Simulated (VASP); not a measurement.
# Hf3Si2N (P-6m2) in VASP: a series of runs, part 2 of 2

VASP 6.6.1. Earlier steps stand in the parts before.

**5. Relaxation of cell and atoms, PBE**

This run uses another cell than the first one, of 21.31 Å³/atom.

INCAR reads:

```
SYSTEM = Hf3Si2N
  PREC = Accurate
  ENCUT = 600
  EDIFF = 1E-6
  ISMEAR = 0
  SIGMA = 0.1
  LREAL = .False.
  LASPH = .True.
  NELM = 60
  ALGO = Normal
  ISIF = 3
  LWAVE = .False.
  LCHARG = .False.
  GGA = PE
  IBRION = 2
  NSW = 90
  EDIFFG = -0.04
```

KPOINTS reads:

```
Automatic mesh
0
Gamma
  6 6 2
  0 0 0
```

POSCAR reads:

```
Hf3Si2N
1.0
    4.0770667800      0.0000000000      0.0000000000
   -2.0385333900      3.5308434100      0.0000000000
    0.0000000000      0.0000000000      8.8816807100
Hf Si N
3 2 1
Direct
    0.6666666700      0.3333333300      0.5000000000
    0.0000000000      0.0000000000      0.0000000000
    0.0000000000      0.0000000000      0.5000000000
    0.3333333300      0.6666666700      0.2516720000
    0.3333333300      0.6666666700      0.7483280000
    0.6666666700      0.3333333300      0.0000000000
```

Potentials or basis: VASP PAW PBE potentials, release 64 (Hf_pv, Si, N).

On the command line:

```sh
$ cat potpaw_PBE.64/Hf_pv/POTCAR potpaw_PBE.64/Si/POTCAR potpaw_PBE.64/N/POTCAR > POTCAR
$ mpirun -np 1 vasp_std > vasp.out
```

OUTCAR:

```text
SYSTEM = Hf3Si2N
   PREC = Accurate
   ENCUT = 600
   EDIFF = 1E-6
   ISMEAR = 0
   LREAL = .False.
   LASPH = .True.
   NELM = 60
   ISIF = 3
   GGA = PE
   IBRION = 2
   NSW = 90
   EDIFFG = -0.04

 ion  position               nearest neighbor table
   1  0.667  0.333  0.500-   3 2.35   3 2.35   3 2.35   5 3.23   4 3.23   5 3.23   4 3.23   5 3.23
                             4 3.23
   2  0.000  0.000  0.000-   6 2.35   6 2.35   6 2.35   4 3.25   5 3.25   4 3.25   5 3.25   4 3.25
                             5 3.25
   3  0.000  0.000  0.500-   1 2.35   1 2.35   1 2.35   5 3.23   4 3.23   4 3.23   5 3.23   4 3.23
                             5 3.23
   4  0.333  0.667  0.252-   3 3.23   1 3.23   1 3.23   3 3.23   3 3.23   1 3.23   2 3.25   2 3.25
                             2 3.25
   5  0.333  0.667  0.748-   3 3.23   1 3.23   1 3.23   3 3.23   3 3.23   1 3.23   2 3.25   2 3.25
                             2 3.25
   6  0.667  0.333  0.000-   2 2.35   2 2.35   2 2.35

  LATTYP: Found a hexagonal cell.
 ALAT       =     4.0770667800
 C/A-ratio  =     2.1784486714

  Lattice vectors:

 A1 = (   4.0770667800,   0.0000000000,   0.0000000000)
 A2 = (  -2.0385333900,   3.5308434100,   0.0000000000)
 A3 = (   0.0000000000,   0.0000000000,   8.8816807100)

Analysis of symmetry for initial positions (statically):
=====================================================================
 Subroutine PRICEL returns:
 Original cell was already a primitive cell.

 Routine SETGRP: Setting up the symmetry group for a
 hexagonal supercell.

 Subroutine GETGRP returns: Found 12 space group operations
 (whereof 12 operations were pure point group operations)
 out of a pool of 24 trial point group operations.

The static configuration has the point symmetry D_3h.

Analysis of symmetry for dynamics (positions and initial velocities):
=====================================================================
 Subroutine PRICEL returns:
 Original cell was already a primitive cell.

 Routine SETGRP: Setting up the symmetry group for a
 hexagonal supercell.

[... 124 lines left out ...]
  Thomas-Fermi vector in A             =   2.275180
   LORBIT       =      0    0 simple, 1 ext, 2 COOP (PROOUT), +10 PAW based schemes
   GGA     = PE    functional components
   LHFCALC =     F    Hartree Fock is set to
   AEXX    =    0.0000 exact exchange contribution
   IVDW    =     0    specifies the selected vdW correction
   LEPSILON=     F    determine dielectric tensor
   LRPA    =     F    only Hartree local field effects (RPA)
 conjugate gradient relaxation of ions
 non-spin polarized calculation
 Gauss-broadening in eV      SIGMA  =   0.10
  energy-cutoff  :      600.00
  volume of cell :      127.86
 maximum number of plane-waves:      4280
 NGX is ok and might be reduce to    36
   NGX = 17   NGY = 17   NGZ = 35

--------------------------------------- Ionic step        1  -------------------------------------------

 number of electron      42.9999998 magnetization

 Free energy of the ion-electron system (eV)
  ---------------------------------------------------
  ext. energy  EPLUGINS =         0.00000000
  ---------------------------------------------------
  free energy    TOTEN  =       -42.26779992 eV

  energy without entropy =      -42.23217131  energy(sigma->0) =      -42.24998562

------------------------ aborting loop because EDIFF is reached ----------------------------------------

  FORCE on cell =-STRESS in cart. coord.  units (eV):
  Direction    XX          YY          ZZ          XY          YZ          ZX
  --------------------------------------------------------------------------------------
  -------------------------------------------------------------------------------------
  Total       -0.9257337     -0.9257337    -15.1388115      0.0000000      0.0000000     -0.0000000
  in kB      -11.6004605    -11.6004605   -189.7059378      0.0000000      0.0000000     -0.0000000
  external PRESSURE =     -70.9689530 kB  Pullay stress =       0.0000000 kB
[... 101 lines left out ...]
  FREE ENERGIE OF THE ION-ELECTRON SYSTEM (eV)
  ---------------------------------------------------
  free  energy   TOTEN  =       -45.0476646846 eV

  energy  without entropy=      -45.0280515239  energy(sigma->0) =      -45.03785810

[... ionic steps 4 to 19 ...]

--------------------------------------- Ionic step       20  -------------------------------------------

 number of electron      42.9999999 magnetization

------------------------ aborting loop because EDIFF is reached ----------------------------------------
[... 75 lines left out ...]
--------------------------------------- Ionic step       22  -------------------------------------------

 number of electron      42.9999998 magnetization

 Free energy of the ion-electron system (eV)
  ---------------------------------------------------
  ext. energy  EPLUGINS =         0.00000000
  ---------------------------------------------------
  free energy    TOTEN  =       -47.12333698 eV

  energy without entropy =      -47.10589991  energy(sigma->0) =      -47.11461845

 E-fermi :   6.5562     XC(G=0): -11.5795

 val. band max:        6.4760801047   @ k =   0.3333   0.1667   0.0000
 cond. band min:       6.5650893356   @ k =   0.3333   0.3333   0.5000
 fundamental gap:      0.0890092309
 Fermi energy:         6.5561985151

 k-point     1 :       0.0000    0.0000    0.0000
  band No.  band energies     occupation
      1     -24.6633      2.00000
      2     -24.6633      2.00000
      3     -24.5709      2.00000
      4     -24.2528      2.00000
      5     -24.2528      2.00000
      6     -23.9954      2.00000
[... 414 lines left out ...]
  FREE ENERGIE OF THE ION-ELECTRON SYSTEM (eV)
  ---------------------------------------------------
  free  energy   TOTEN  =       -47.1233369799 eV

  energy  without entropy=      -47.1058999119  energy(sigma->0) =      -47.11461845

 reached required accuracy - stopping structural energy minimisation
```

CONTCAR:

```text
Hf3Si2N
   1.00000000000000
     4.4507590206623009    0.0000000000000000   -0.0000000000000000
    -2.2253795103311504    3.8544703851575122   -0.0000000000000000
     0.0000000000000000    0.0000000000000000    5.6547759492683243
  Hf              Si              N
     3     2     1
Direct
     0.6666666699999979    0.3333333300000021    0.5000000000000000
     0.0000000000000000    0.0000000000000000    0.0000000000000000
     0.0000000000000000    0.0000000000000000    0.5000000000000000
     0.3333333300000021    0.6666666699999979    0.2602932470680183
     0.3333333300000021    0.6666666699999979    0.7397067529319815
     0.6666666699999979    0.3333333300000021    0.0000000000000000

  0.00000000E+00  0.00000000E+00  0.00000000E+00
  0.00000000E+00  0.00000000E+00  0.00000000E+00
  0.00000000E+00  0.00000000E+00  0.00000000E+00
  0.00000000E+00  0.00000000E+00  0.00000000E+00
  0.00000000E+00  0.00000000E+00  0.00000000E+00
  0.00000000E+00  0.00000000E+00  0.00000000E+00
```

Wall time 16 min (1 thread of AMD EPYC 9R14 (Zen 4), shared host); peak memory 0.34 GiB.

What came out:

| Property | Result |
| --- | --- |
| Free energy | -47.1233 eV |
| Relaxed volume | 16.17 Å³/atom |
| Relaxed cell | a = 4.451 Å, b = 4.451 Å, c = 5.655 Å, α = 90.00°, β = 90.00°, γ = 120.00° |
| Space group after relaxing (to 0.1 Å) | P-6m2 (No. 187) |
| Energy gained by relaxing | 809.3 meV/atom |
| Ionic steps | 22 |
| Pressure after relaxing | 0.0 GPa |
| Band gap on the k mesh | zero (an odd number of electrons rules out a gap without spin polarisation) |

Forces in eV/Å, atoms in the order of the input:
```
Hf   0.000  0.000  0.000
Hf   0.000  0.000  0.000
Hf   0.000  0.000  0.000
Si   0.000  0.000  0.002
Si   0.000  0.000 -0.002
N    0.000  0.000  0.000
```

The path:
| step | energy change (eV) | largest force (eV/Å) | pressure (GPa) | volume (Å³) |
| --- | --- | --- | --- | --- |
| 1 | 0.0000 | 2.0889 | -7.10 | 127.86 |
| 2 | -2.0473 | 1.7142 | 0.13 | 110.63 |
| 3 | -2.7799 | 1.0819 | 8.72 | 100.73 |
| 4 | -2.0909 | 1.2305 | 44.37 | 81.41 |
| 5 | -2.9129 | 0.7321 | 14.76 | 95.55 |
| 6 | -3.9212 | 0.3483 | 9.65 | 96.08 |
| 7 | -2.9222 | 7.7021 | 13.19 | 93.74 |
| 8 | -4.5751 | 0.3114 | 5.87 | 96.01 |
| 9 | -4.6774 | 1.2832 | 5.30 | 95.57 |
| 10 | -4.6969 | 0.9770 | 5.18 | 95.71 |
| 11 | -4.7749 | 0.3494 | 0.51 | 98.74 |
| 12 | -4.7760 | 0.2916 | -0.09 | 99.17 |
| 13 | -4.7928 | 0.2994 | -0.28 | 99.07 |
| 14 | -4.8192 | 0.3328 | -0.69 | 98.75 |
| 15 | -4.8202 | 0.3425 | -0.76 | 98.67 |
| 16 | -4.8319 | 0.2979 | 0.21 | 97.72 |
| 17 | -4.8362 | 0.2345 | 1.71 | 96.36 |
| 18 | -4.8425 | 0.1863 | 1.42 | 96.45 |
| 19 | -4.8541 | 0.0452 | 0.56 | 96.71 |
| 20 | -4.8548 | 0.0379 | 0.25 | 96.82 |
| 21 | -4.8549 | 0.0139 | 0.34 | 96.79 |
| 22 | -4.8555 | 0.0023 | 0.03 | 97.01 |

Final structure:
```cif
data_structure
_symmetry_space_group_name_H-M 'P 1'
_symmetry_Int_Tables_number 1
_cell_length_a 4.4508
_cell_length_b 4.4508
_cell_length_c 5.6548
_cell_angle_alpha 90.000
_cell_angle_beta 90.000
_cell_angle_gamma 120.000
_cell_volume 97.01
loop_
_atom_site_label
_atom_site_type_symbol
_atom_site_fract_x
_atom_site_fract_y
_atom_site_fract_z
_atom_site_occupancy
Hf1 Hf 0.66667 0.33333 0.50000 1
Hf2 Hf 0.00000 0.00000 0.00000 1
Hf3 Hf 0.00000 0.00000 0.50000 1
Si1 Si 0.33333 0.66667 0.26029 1
Si2 Si 0.33333 0.66667 0.73971 1
N1 N 0.66667 0.33333 0.00000 1
```

Caveat: the volume moved by over 15 % at a fixed basis, so the end points are rough; spin-orbit coupling is left out, which moves the levels of the heavy elements.

**6. Overview**

```csv
task,cell,k mesh,cutoff (eV),gap on the mesh (eV),pressure (GPa),largest force (eV/Å)
single point,"a = 4.464, b = 4.464, c = 5.638 Å, angles 90.0, 90.0, 120.0°, 6 atoms, atomic positions A",6 × 6 × 2,520,none,-0.5,0.01
single point,"a = 4.077, b = 4.077, c = 8.882 Å, angles 90.0, 90.0, 120.0°, 6 atoms, atomic positions B",6 × 6 × 2,520,none,-7.1,2.09
single point,"a = 4.522, b = 4.522, c = 5.504 Å, angles 90.0, 90.0, 120.0°, 6 atoms, atomic positions A",6 × 6 × 4,520,none,-0.8,0.04
relaxation of cell and atoms,"relaxed from a = 4.077, b = 4.077, c = 8.882 Å, angles 90.0, 90.0, 120.0°, 6 atoms, atomic positions B",6 × 6 × 2,600,none,0.0,-
```

Alike in all rows: level PBE; potentials or basis VASP PAW PBE potentials, release 64 (Hf_pv, Si, N); no spin polarisation; smearing gaussian 0.1 eV.

Caveats: some runs use coarse meshes; spin-orbit coupling is left out, which moves the levels of the heavy elements; the cell stands under tension (at least some runs); forces of over 1 eV/Å act on the atoms, so gaps and moduli don't describe the material at rest (at least some runs); the volume moved by over 15 % at a fixed basis, so the end points are rough (at least some runs).

Absolute energies hang on the potentials; compare differences alone.
